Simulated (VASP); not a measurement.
Wanted: the native input for a VASP 6.6.1 run.

```yaml
Task: single point
Functional: PBE
Potentials_or_basis: VASP PAW PBE potentials, release 64 (Cu, O)
Cutoff: 520 eV
k_mesh: 16 × 16 × 8
Occupations: gaussian, width 0.1 eV
Spin: no spin polarisation
Dipole_correction: no
Further_INCAR_settings: ALGO = Normal; EDIFF = 1e-07; NBANDS = 25
```

The structure of CuO lies in POSCAR:

```
CuO
1.0
    2.3446500000     -1.7134000000      0.0000000000
    2.3446500000      1.7134000000      0.0000000000
   -0.8605500000      0.0000000000      5.0594400000
Cu O
2 2
Direct
   -0.0057606320      0.4942611069      0.0018510956
    0.4942611069     -0.0057606320      0.5018510956
    0.5606959251      0.4278036000      0.2518489044
    0.4278036000      0.5606959251      0.7518489044
```

These files were run (other wordings do the same):

INCAR

```
  PREC = Accurate
  ENCUT = 520
  EDIFF = 1E-7
  ISMEAR = 0
  SIGMA = 0.1
  LREAL = False
  LASPH = True
  NELM = 60
  ALGO = Normal
  ISIF = 2
  LWAVE = False
  LCHARG = True
  GGA = PE
  LELF = True
  LVHAR = True
  NBANDS = 25
```

KPOINTS

```
Automatic mesh
0
Gamma
  16 16 8
```

Potentials or basis: VASP PAW PBE potentials, release 64 (Cu, O).

The run is started by

```console
$ cat potpaw_PBE.64/Cu/POTCAR potpaw_PBE.64/O/POTCAR > POTCAR
$ mpirun -np 1 vasp_std > vasp.out
```

It gave:

```
Pressure               : 7.4 GPa
Largest force          : 0.054 eV/Å
Band gap on the k mesh : zero (bands 17 and 18 overlap by 0.78 eV)
```

Caveat: the cell stands under pressure; semilocal functionals often make such compounds metallic where correlation or magnetic order opens a gap, which also shifts bond lengths.

Wall time 14 min on 1 thread of Intel Xeon 8259CL, on a shared host, peak memory 0.54 GiB.
